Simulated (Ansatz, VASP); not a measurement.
## One calculation of B, two programs

INCAR

```
SYSTEM = B
ALGO = Normal
EDIFF = 1E-6
EDIFFG = -0.04
ENCUT = 600
GGA = PE
IBRION = 2
ISIF = 3
ISMEAR = 0
LASPH = .TRUE.
LCHARG = .FALSE.
LREAL = .FALSE.
LWAVE = .FALSE.
NELM = 60
NSW = 90
PREC = Accurate
SIGMA = 0.1
```

KPOINTS

```
k-points
0
G
  6 6 6
  0 0 0
```

The input POSCAR:

```
B
1.0
    4.3438603400      0.0000000000      0.0000000000
   -2.1719301700      3.7618934100      0.0000000000
    0.0000000000      0.0000000000      2.5617633900
B
6
Direct
    0.6226509800      0.6226509800      0.1666666700
    0.3773490200      0.0000000000      0.5000000000
    0.0000000000      0.3773490200      0.8333333300
    0.0000000000      0.6226509800      0.3333333300
    0.3773490200      0.3773490200      0.6666666700
    0.6226509800      0.0000000000      0.0000000000
```

Input for Ansatz:

```yaml
crystal:
  lattice:
    - [4.34386034, 0.0, 0.0]
    - [-2.17193017, 3.76189341, 0.0]
    - [0.0, 0.0, 2.56176339]
  atoms:
    - { symbol: B, position: [0.62265098, 0.62265098, 0.16666667] }
    - { symbol: B, position: [0.37734902, 0.0, 0.5] }
    - { symbol: B, position: [0.0, 0.37734902, 0.83333333] }
    - { symbol: B, position: [0.0, 0.62265098, 0.33333333] }
    - { symbol: B, position: [0.37734902, 0.37734902, 0.66666667] }
    - { symbol: B, position: [0.62265098, 0.0, 0.0] }
basis:
  ecutwfc: 420
kpoints:
  mp_grid: { grid: [6, 6, 6] }
hamiltonian:
  xc: pbe
scf:
  occupations: { method: gaussian, width: 0.1 }
  lower_state_search: "off"
output:
  forces: true
  stress: true
  eigenvalues: true
relax:
  adjacent_minimum: "off"
  f_tol: 0.04
  max_steps: 70
  cell: { stress_tol: 0.4 }
```

Alike in both runs: task relaxation of cell and atoms; functional PBE; k mesh 6 × 6 × 6; occupations gaussian, width 0.1 eV; no spin polarisation.

|  | VASP | Ansatz |
| --- | --- | --- |
| version | VASP 6.6.1 | Ansatz 0.2.0 |
| potentials or method | VASP PAW PBE potentials, release 64 (B), cutoff 600 eV | scalar-relativistic, plane waves, PAW |
| valence electrons in the cell | 18 | 18 |

|  | VASP | Ansatz | Ansatz less VASP |
| --- | --- | --- | --- |
| gap on the k mesh at the Fermi level, each at its own relaxed structure (eV) | none | none | - |
| relaxed volume (Å³/atom) | 6.94 | 6.95 | +0.011 |
| relaxed length of the cell vector where the two differ most in proportion (Å) | 1.891 | 1.895 | +0.0032 |

A gap of «none» marks a metal or a gap that the smearing closes.

The k mesh is coarse, so the values compare programs but aren't converged.
